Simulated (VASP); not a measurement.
Set up this calculation in VASP 6.6.1, as the native input.

```yaml
Task: single point
Functional: r2SCAN
Potentials_or_basis: VASP PAW PBE potentials, release 64 (Ir)
Cutoff: 520 eV
k_mesh: 12 × 12 × 8
Occupations: gaussian, width 0.1 eV
Spin: no spin polarisation
Dipole_correction: no
Further_INCAR_settings: ALGO = Normal; EDIFF = 1e-06; NBANDS = 26
```

The system is Ir.

```
Ir
1.0
     3.93242    0.00000    0.00000
    -1.96621    3.40557    0.00000
     0.00000    0.00000    6.33131
Ir
4
Direct
  0.33333 0.66667 0.06089
  0.66667 0.33333 0.56089
  0.33333 0.66667 0.43911
  0.66667 0.33333 0.93911
```

This isn't the form of Ir at room conditions, which is fcc.

These files were run (other wordings do the same):

POSCAR

```
Ir
1.0
    3.9324188582      0.0000000000      0.0000000000
   -1.9662094291      3.4055746295      0.0000000000
    0.0000000000      0.0000000000      6.3313070357
Ir
4
Direct
    0.3333333333      0.6666666667      0.0608887242
    0.6666666667      0.3333333333      0.5608887242
    0.3333333333      0.6666666667      0.4391112758
    0.6666666667      0.3333333333      0.9391112758
```

INCAR.step1

```
PREC = Accurate
ENCUT = 520
ISMEAR = 0
SIGMA = 0.1
LREAL = False
LASPH = True
NELM = 100
NBANDS = 26
GGA = PE
ALGO = Normal
EDIFF = 1E-4
LWAVE = True
LCHARG = False
```

INCAR.step2

```
PREC = Accurate
ENCUT = 520
EDIFF = 1E-6
ISMEAR = 0
SIGMA = 0.1
LREAL = False
LASPH = True
NELM = 100
ALGO = Normal
ISIF = 2
LWAVE = False
LCHARG = True
METAGGA = R2SCAN
LMIXTAU = True
LELF = True
LVHAR = True
NBANDS = 26
ISTART = 1
```

KPOINTS

```
Automatic mesh
0
Gamma
  12 12 8
```

Potentials or basis: VASP PAW PBE potentials, release 64 (Ir).

The run is started by

```sh
$ cat potpaw_PBE.64/Ir/POTCAR > POTCAR
$ cp INCAR.step1 INCAR
$ mpirun -np 1 vasp_std > vasp.out
$ cp INCAR.step2 INCAR
$ mpirun -np 1 vasp_std > vasp.out
```

Results of the run:

* Pressure: 0.4 GPa
* Band gap on the k mesh: zero (bands 18 and 19 overlap by 0.50 eV)

Caveat: the PAW data sets were made with another functional, which shifts forces and pressure a little; spin-orbit coupling is left out, which moves the levels of the heavy elements.

Wall time 15 min on 1 thread of Intel Xeon 8259CL (shared host), peak memory 0.31 GiB.
